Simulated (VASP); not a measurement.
Here is a VASP 6.6.1 calculation.

The input INCAR:

```
ALGO = Normal ; EDIFF = 1E-7
ENCUT = 520 ; GGA = PE
ISIF = 2 ; ISMEAR = -1
LASPH = True ; LCHARG = False
LREAL = False ; LWAVE = False
NBANDS = 19 ; NELM = 60
PREC = Accurate ; SIGMA = 0.1
```

File KPOINTS:

```
k-points
0
Gamma
  5 5 5
```

Contents of POSCAR:

```
Mg3ZnC
1.0
    4.2202007818      0.0000000000      0.0000000000
    0.0000000000      4.2202007818      0.0000000000
    0.0000000000      0.0000000000      4.2202007818
Mg Zn C
3 1 1
Direct
    0.0000000000      0.5000000000      0.5000000000
    0.5000000000      0.5000000000      0.0000000000
    0.5000000000      0.0000000000      0.5000000000
    0.0000000000      0.0000000000      0.0000000000
    0.5000000000      0.5000000000      0.5000000000
```

Potentials or basis: VASP PAW PBE potentials, release 64 (Mg, Zn, C).

Command:

```console
$ cat potpaw_PBE.64/Mg/POTCAR potpaw_PBE.64/Zn/POTCAR potpaw_PBE.64/C/POTCAR > POTCAR
$ mpirun -np 1 vasp_std > vasp.out
```

(1) What does it give for the band gap on the k mesh?

(2) What does it give for the pressure?

Results:

(1) zero (band 11 reaches 5.67 eV, above the bottom of band 12 at 2.27 eV).

(2) 9.9 GPa.
